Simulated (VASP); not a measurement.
C:

```
CELL_PARAMETERS angstrom
1.22803 0.70900 3.34701
-1.22803 0.70900 3.34701
0.00000 -1.41801 3.34701
ATOMIC_POSITIONS crystal
C 0.83600 0.83600 0.83600
C 0.16400 0.16400 0.16400
```

- Program: VASP 6.6.1
- Task: relaxation of the atoms
- Functional: PBE
- Potentials or basis: VASP PAW PBE potentials, release 64 (C)
- Cutoff: 520 eV
- k mesh: 13 × 13 × 13
- Occupations: fermi-dirac, width 0.05 eV
- Spin: no spin polarisation

At the start: pressure 4.8 GPa; volume 8.74 Å³/atom.

**Question.** Where does the relaxation end?

**Answer.** Over 3 steps the energy falls by 11.5 meV/atom; space group R-3m (No. 166, to 0.1 Å) before and after.

Step by step:
```
step  energy change (eV)  largest force (eV/Å)  pressure (GPa)
   1              0.0000                0.8712            4.80
   2             -0.0149                0.5179            4.94
   3             -0.0230                0.0007            4.99
```

Final structure:
```
C
1.0
     1.22803    0.70900    3.34701
    -1.22803    0.70900    3.34701
     0.00000   -1.41801    3.34701
C
2
Direct
  0.83337 0.83337 0.83337
  0.16663 0.16663 0.16663
```

Caveat: this functional lacks dispersion, which binds the layers, so the pressure and a relaxed spacing across them are unreliable.
